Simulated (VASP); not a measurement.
# TiAl3 (Pm-3m) in VASP: further runs

TiAl3 is run at these levels: PBEsol; tasks: single point.

Everything below comes from runs of VASP 6.6.1. Logs are shortened: lines on timing, memory, paths and dates and some standing lists are left out, and cuts for length are marked.

## Step 1: The cell of the first run

Symmetry: Pm-3m, No. 221, cubic system. Conventional cell: a = 3.948 Å, b = 3.948 Å, c = 3.948 Å, α = 90.00°, β = 90.00°, γ = 90.00°. Ti (site symmetry m-3m) has 12 Al at 2.79 Å within 3.7 Å. Within 3.7 Å of Al (site symmetry 4/mmm) lie 4 Ti at 2.79 Å and 8 Al at 2.79 Å.

## Step 2: Single point, PBEsol

Contents of INCAR:

```
PREC = Accurate
ENCUT = 520
EDIFF = 1E-6
ISMEAR = 0
SIGMA = 0.15
LREAL = F
LASPH = T
NELM = 80
ALGO = Normal
ISIF = 2
LWAVE = F
LCHARG = F
GGA = PS
NBANDS = 18
```

Contents of KPOINTS:

```
regular mesh
0
Gamma
  12 12 12
```

Contents of POSCAR:

```
TiAl3
1.0
    3.9483448101      0.0000000000      0.0000000000
    0.0000000000      3.9483448101      0.0000000000
    0.0000000000      0.0000000000      3.9483448101
Ti Al
1 3
Direct
    0.0000000000      0.0000000000      0.0000000000
    0.5000000000      0.5000000000      0.0000000000
    0.5000000000      0.0000000000      0.5000000000
    0.0000000000      0.5000000000      0.5000000000
```

Potentials or basis: VASP PAW PBE potentials, release 64 (Ti_sv, Al).

Launch:

```bash
$ cat potpaw_PBE.64/Ti_sv/POTCAR potpaw_PBE.64/Al/POTCAR > POTCAR
$ mpirun -np 1 vasp_std > vasp.out
```

OUTCAR:

```text
PREC = Accurate
   ENCUT = 520
   EDIFF = 1E-6
   ISMEAR = 0
   LREAL = F
   LASPH = T
   NELM = 80
   ISIF = 2
   GGA = PS

 ion  position               nearest neighbor table
   1  0.000  0.000  0.000-   2 2.79   3 2.79   4 2.79   3 2.79   4 2.79   2 2.79   4 2.79   4 2.79
                             2 2.79   3 2.79   3 2.79   2 2.79
   2  0.500  0.500  0.000-   1 2.79   3 2.79   4 2.79   3 2.79   4 2.79   1 2.79   3 2.79   3 2.79
                             1 2.79   4 2.79   4 2.79   1 2.79
   3  0.500  0.000  0.500-   1 2.79   2 2.79   4 2.79   1 2.79   2 2.79   2 2.79   4 2.79   2 2.79
                             1 2.79   4 2.79   1 2.79   4 2.79
   4  0.000  0.500  0.500-   1 2.79   2 2.79   3 2.79   1 2.79   2 2.79   1 2.79   3 2.79   1 2.79
                             2 2.79   3 2.79   2 2.79   3 2.79

  LATTYP: Found a simple cubic cell.
 ALAT       =     3.9483448101

  Lattice vectors:

 A1 = (   3.9483448101,   0.0000000000,   0.0000000000)
 A2 = (   0.0000000000,   3.9483448101,   0.0000000000)
 A3 = (   0.0000000000,   0.0000000000,   3.9483448101)

Analysis of symmetry for initial positions (statically):
=====================================================================
 Subroutine PRICEL returns:
 Original cell was already a primitive cell.

 Routine SETGRP: Setting up the symmetry group for a
 simple cubic supercell.

 Subroutine GETGRP returns: Found 48 space group operations
 (whereof 48 operations were pure point group operations)
 out of a pool of 48 trial point group operations.

The static configuration has the point symmetry O_h .

Analysis of symmetry for dynamics (positions and initial velocities):
=====================================================================
 Subroutine PRICEL returns:
 Original cell was already a primitive cell.

 Routine SETGRP: Setting up the symmetry group for a
 simple cubic supercell.

 Subroutine GETGRP returns: Found 48 space group operations
 (whereof 48 operations were pure point group operations)
 out of a pool of 48 trial point group operations.

The dynamic configuration has the point symmetry O_h .

 Subroutine INISYM returns: Found 48 space group operations
 (whereof 48 operations are pure point group operations),
 and found     1 'primitive' translations

----------------------------------------------------------------------------------------

                                     Primitive cell

  volume of cell :      61.5524

  direct lattice vectors                    reciprocal lattice vectors
     3.948344810  0.000000000  0.000000000     0.253270686  0.000000000  0.000000000
     0.000000000  3.948344810  0.000000000     0.000000000  0.253270686  0.000000000
     0.000000000  0.000000000  3.948344810     0.000000000  0.000000000  0.253270686

  length of vectors
     3.948344810  3.948344810  3.948344810     0.253270686  0.253270686  0.253270686

  position of ions in fractional coordinates (direct lattice)
     0.000000000  0.000000000  0.000000000
     0.500000000  0.500000000  0.000000000
     0.500000000  0.000000000  0.500000000
     0.000000000  0.500000000  0.500000000

  ion indices of the primitive-cell ions
   primitive index   ion index
                 1           1
                 2           2
                 3           3
                 4           4

----------------------------------------------------------------------------------------

 KPOINTS: regular mesh

Automatic generation of k-mesh.
 Grid dimensions read from file:
 generate k-points for:   12   12   12

 Generating k-lattice:

  Cartesian coordinates                     Fractional coordinates (reciprocal lattice)
     0.021105891  0.000000000  0.000000000     0.083333333  0.000000000  0.000000000
     0.000000000  0.021105891  0.000000000     0.000000000  0.083333333  0.000000000
     0.000000000  0.000000000  0.021105891     0.000000000  0.000000000  0.083333333

  Length of vectors
     0.021105891  0.021105891  0.021105891

  Shift w.r.t. Gamma in fractional coordinates (k-lattice)
     0.000000000  0.000000000  0.000000000

 Subroutine IBZKPT returns following result:
 ===========================================

 Found     84 irreducible k-points:

 Following reciprocal coordinates:
            Coordinates               Weight
  0.000000  0.000000  0.000000      1.000000
  0.083333  0.000000  0.000000      6.000000
  0.166667  0.000000  0.000000      6.000000
  0.250000  0.000000  0.000000      6.000000
  0.333333  0.000000  0.000000      6.000000
  0.416667  0.000000  0.000000      6.000000
[... 16 lines left out ...]
  0.333333  0.333333  0.000000     12.000000
  0.416667  0.333333  0.000000     24.000000
 [... further k-points ...]
   k-points           NKPTS =     84   k-points in BZ     NKDIM =     84   number of bands    NBANDS=     18
   number of dos      NEDOS =    301   number of ions     NIONS =      4
   total plane-waves  NPLWV =  27000
   dimension x,y,z NGX =    30 NGY =   30 NGZ =   30
   dimension x,y,z NGXF=    60 NGYF=   60 NGZF=   60
   ions per type =               1   3
   NGX,Y,Z   is equivalent  to a cutoff of  12.63, 12.63, 12.63 a.u.
   NGXF,Y,Z  is equivalent  to a cutoff of  25.26, 25.26, 25.26 a.u.
 SYSTEM =  unknown system
   PREC   = accura    normal or accurate (medium, high low for compatibility)
   ISTART =      0    job   : 0-new  1-cont  2-samecut
   ICHARG =      2    charge: 1-file 2-atom 10-const
   ISPIN  =      1    spin polarized calculation?
   LNONCOLLINEAR =      F non collinear calculations
   LSORBIT =      F    spin-orbit coupling
   LASPH  =      T    aspherical Exc in radial PAW
   ENCUT  =  520.0 eV  38.22 Ry    6.18 a.u.   7.34  7.34  7.34*2*pi/ulx,y,z
   NELM   =     80;   NELMIN=  2; NELMDL= -5     # of ELM steps
   EDIFF  = 0.1E-05   stopping-criterion for ELM
   LREAL  =      F    real-space projection
   EDIFFG = 0.1E-04   stopping-criterion for IOM
   NSW    =      0    number of steps for IOM
   IBRION =     -1    ionic relax: 0-MD 1-quasi-New 2-CG
   NFREE  =      0    steps in history (QN), initial steepest desc. (CG)
   ISIF   =      2    stress and relaxation
   ISYM   =      2    0-nonsym 1-usesym 2-fastsym
   POTIM  = 0.5000    time-step for ionic-motion
   TEBEG  =    0.0;   TEEND  =   0.0 temperature during run
   PSTRESS=    0.0 pullay stress
   NELECT =      21.0000    total number of electrons
   NUPDOWN=      -1.0000    fix difference up-down
   EMIN   =  10.00;   EMAX   =-10.00  energy-range for DOS
   EFERMI =   0.00;   METHOD = LEGACY
   ISMEAR =     0;   SIGMA  =   0.15  broadening in eV -4-tet -1-fermi 0-gaus
   EFERMI_NEDOS =   21; number of points for ismear=-14 and -15
   IALGO  =     38    algorithm
   IMIX   =      4    mixing-type and parameters
     AMIX     =   0.40;   BMIX     =  1.00
     AMIX_MAG =   1.60;   BMIX_MAG =  1.00
  volume/ion in A,a.u.               =      15.39       103.84
  Fermi-wavevector in a.u.,A,eV,Ry     =   1.143930  2.161715 17.804261  1.308576
  Thomas-Fermi vector in A             =   2.280624
   LORBIT       =      0    0 simple, 1 ext, 2 COOP (PROOUT), +10 PAW based schemes
   GGA     = PS    functional components
   LHFCALC =     F    Hartree Fock is set to
   AEXX    =    0.0000 exact exchange contribution
   IVDW    =     0    specifies the selected vdW correction
   LEPSILON=     F    determine dielectric tensor
   LRPA    =     F    only Hartree local field effects (RPA)
 non-spin polarized calculation
 Gauss-broadening in eV      SIGMA  =   0.15
  energy-cutoff  :      520.00
  volume of cell :       61.55
 maximum number of plane-waves:      1683
 NGX is ok and might be reduce to    30
   NGX = 15   NGY = 15   NGZ = 15

 number of electron      20.9999997 magnetization

 Free energy of the ion-electron system (eV)
  ---------------------------------------------------
  ext. energy  EPLUGINS =         0.00000000
  ---------------------------------------------------
  free energy    TOTEN  =       -22.13224404 eV

  energy without entropy =      -22.10389618  energy(sigma->0) =      -22.11807011

 E-fermi :   9.1148     XC(G=0): -10.9374

 val. band max:        9.1132105769   @ k =   0.5000   0.0833   0.0000
 cond. band min:       9.1338627904   @ k =   0.1667   0.1667   0.0833
 fundamental gap:      0.0206522135
 Fermi energy:         9.1148278401

 k-point     1 :       0.0000    0.0000    0.0000
  band No.  band energies     occupation
      1     -47.5977      2.00000
      2     -24.0061      2.00000
      3     -24.0061      2.00000
      4     -24.0061      2.00000
      5      -1.7487      2.00000
      6       5.9857      2.00000
[... 10 lines left out ...]
     17      14.8434      0.00000
     18      14.8434      0.00000

 k-point     2 :       0.0833    0.0000    0.0000
  band No.  band energies     occupation
      1     -47.5977      2.00000
      2     -24.0075      2.00000
      3     -24.0060      2.00000
      4     -24.0060      2.00000
      5      -1.6808      2.00000
      6       5.4316      2.00000
[... 10 lines left out ...]
     17      14.7584      0.00000
     18      14.7591      0.00000

 k-point     3 :       0.1667    0.0000    0.0000
  band No.  band energies     occupation
      1     -47.5975      2.00000
      2     -24.0114      2.00000
      3     -24.0057      2.00000
      4     -24.0057      2.00000
      5      -1.4784      2.00000
      6       4.4628      2.00000
[... 10 lines left out ...]
     17      14.3281      0.00000
     18      14.3281      0.00000

 k-point     4 :       0.2500    0.0000    0.0000
  band No.  band energies     occupation
      1     -47.5973      2.00000
      2     -24.0167      2.00000
      3     -24.0054      2.00000
      4     -24.0054      2.00000
      5      -1.1455      2.00000
      6       3.4417      2.00000
[... 375 lines left out ...]
      4     -24.0038      2.00000
      5       0.7546      2.00000
      6       1.6843      2.00000
[... 10 lines left out ...]
     17      13.9909      0.00000
     18      14.4769      0.00000

 k-point    23 :       0.3333    0.3333    0.0000
  band No.  band energies     occupation
      1     -47.5964      2.00000
      2     -24.0205      2.00000
      3     -24.0200      2.00000
      4     -24.0038      2.00000
      5       0.2948      2.00000
      6       3.3507      2.00000
[... 10 lines left out ...]
     17      13.4608      0.00000
     18      14.6238      0.00000

 k-point    24 :       0.4167    0.3333    0.0000
  band No.  band energies     occupation
      1     -47.5963      2.00000
      2     -24.0240      2.00000
      3     -24.0198      2.00000
      4     -24.0036      2.00000
      5       0.7884      2.00000
      6       2.5599      2.00000
[... 10 lines left out ...]
     17      13.3560      0.00000
     18      14.7274      0.00000

 [... further k-points ...]

------------------------ aborting loop because EDIFF is reached ----------------------------------------

  FORCE on cell =-STRESS in cart. coord.  units (eV):
  Direction    XX          YY          ZZ          XY          YZ          ZX
  --------------------------------------------------------------------------------------
  -------------------------------------------------------------------------------------
  Total        0.0594518      0.0594518      0.0594518     -0.0000000      0.0000000      0.0000000
  in kB        1.5474996      1.5474996      1.5474996     -0.0000000      0.0000000      0.0000000
  external PRESSURE =       1.5474996 kB  Pullay stress =       0.0000000 kB

 VOLUME and BASIS-vectors are now :
 -----------------------------------------------------------------------------
  energy-cutoff  :      520.00
  volume of cell :       61.55
      direct lattice vectors                 reciprocal lattice vectors
     3.948344810  0.000000000  0.000000000     0.253270686  0.000000000  0.000000000
     0.000000000  3.948344810  0.000000000     0.000000000  0.253270686  0.000000000
     0.000000000  0.000000000  3.948344810     0.000000000  0.000000000  0.253270686

 POSITION                                       TOTAL-FORCE (eV/Angst)
 -----------------------------------------------------------------------------------
      0.00000      0.00000      0.00000         0.000000      0.000000      0.000000
      1.97417      1.97417      0.00000         0.000000      0.000000      0.000000
      1.97417      0.00000      1.97417         0.000000      0.000000      0.000000
      0.00000      1.97417      1.97417         0.000000      0.000000      0.000000
 -----------------------------------------------------------------------------------
    total drift:                                0.000000     -0.000000      0.000000

  FREE ENERGIE OF THE ION-ELECTRON SYSTEM (eV)
  ---------------------------------------------------
  free  energy   TOTEN  =       -22.1322440408 eV

  energy  without entropy=      -22.1038961826  energy(sigma->0) =      -22.11807011
```

It took 82 s on 1 thread of Intel Xeon Platinum 8259CL at 2.50GHz (Skylake/Cascade Lake), shared host; peak memory 0.22 GiB.

What came out:

| Quantity | Value |
| --- | --- |
| Free energy | -22.1322 eV |
| Pressure | 0.2 GPa |
| Band gap on the k mesh | zero (an odd number of electrons rules out a gap without spin polarisation) |

Caveat: the PAW data sets were made with another functional, which shifts forces and pressure a little.

(Part 1 of 2 ends here.)

The gap in the log of VASP goes by the Fermi energy; the results here count the filled bands.